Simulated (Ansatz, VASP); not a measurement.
Hg: VASP beside Ansatz

```
Hg
1.0
     0.00000    3.22300    3.22300
     3.22300    0.00000    3.22300
     3.22300    3.22300    0.00000
Hg
2
Direct
  0.87500 0.87500 0.87500
  0.12500 0.12500 0.12500
```

Alike in both runs: functional LDA; k mesh 12 × 12 × 12; occupations fermi-dirac, width 0.05 eV; no spin polarisation.

Ansatz relaxed the structure, and its values are those at the end. VASP's run is a single point on that final structure, the one shown.

|  | VASP | Ansatz |
| --- | --- | --- |
| version | VASP 6.6.1 | Ansatz 0.2.0 |
| potentials or method | VASP PAW LDA potentials, release 64 (Hg) | PAW with Ansatz's default frozen-core files, scalar-relativistic |
| plane-wave cutoff (eV) | 520 | 420 |
| valence electrons in the cell | 24 | 40 |

|  | VASP | Ansatz | Ansatz less VASP |
| --- | --- | --- | --- |
| pressure (GPa) | 0.4 | 0.0 | -0.40 |

LDA's correlation is that of Perdew and Zunger in VASP and of Perdew and Wang (1992) in Ansatz. VASP's potentials hold 24 valence electrons a cell and Ansatz's 40, so a difference there can come from the potentials and not from the codes.

Spin-orbit coupling is off throughout.
